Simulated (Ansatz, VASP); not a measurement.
**TaSi in VASP and in Ansatz**

```
Ta Si
1.0
     2.55994    0.00000    0.00000
     0.00000    2.55994    0.00000
     0.00000    0.00000    2.55994
Ta Si
1 1
Direct
  0.00000 0.00000 0.00000
  0.50000 0.50000 0.50000
```

Change from the starting cell: volume scaled by 0.55, LAPW.

Alike in both runs: task single point; functional PBEsol; k mesh 14 × 14 × 14; occupations fermi-dirac, width 0.05 eV; no spin polarisation.

|  | VASP | Ansatz |
| --- | --- | --- |
| version | VASP 6.6.1 | Ansatz 0.2.0 |
| potentials or method | VASP PAW PBE potentials, release 64 (Ta_pv, Si), cutoff 520 eV | all-electron LAPW, scalar-relativistic |

```csv
,VASP,Ansatz,Ansatz less VASP
pressure (GPa),381.8,367.9,-13.95
```

VASP's potentials were made for PBE, not for PBEsol. Both programs put the cell under a high pressure, so it lies far from rest at this level. Ansatz ran all-electron here, and VASP with PAW potentials.

Neither program's run includes spin-orbit coupling. Noted on VASP's run: the cell as given lies far from equilibrium.
